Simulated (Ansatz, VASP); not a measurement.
## Two plane-wave programs on WS2

```
W S
1.0
     1.57860    0.91140    6.61937
    -1.57860    0.91140    6.61937
     0.00000   -1.82281    6.61937
W S
1 2
Direct
  0.99934 0.99934 0.99934
  0.75278 0.75278 0.75278
  0.57917 0.57917 0.57917
```

Alike in both runs: task single point; functional PBE; dispersion D3(BJ); k mesh 12 × 12 × 12; occupations gaussian, width 0.05 eV; no spin polarisation.

```csv
,VASP,Ansatz
version,VASP 6.6.1,Ansatz 0.2.0
potentials or method,"VASP PAW PBE potentials, release 64 (W_sv, S), cutoff 520 eV","scalar-relativistic, plane waves, PAW"
valence electrons in the cell,26,26
```

|  | VASP | Ansatz | Ansatz less VASP |
| --- | --- | --- | --- |
| gap on the k mesh at the Fermi level (eV) | 1.12 | 1.12 | -0.001 |
| least direct gap on the mesh (eV) | 1.93 | 1.93 | -0.002 |
| pressure (GPa) | -13.3 | -13.2 | +0.05 |
| traceless stress, the component that is largest in VASP (GPa) | -11.45 | -11.45 | 0.000 |
| rms of the force components (eV/Å) | 1.117 | 1.117 | +0.0005 |

Atom by atom the forces differ by 0.000 eV/Å (rms over components).

Neither program's run includes spin-orbit coupling.
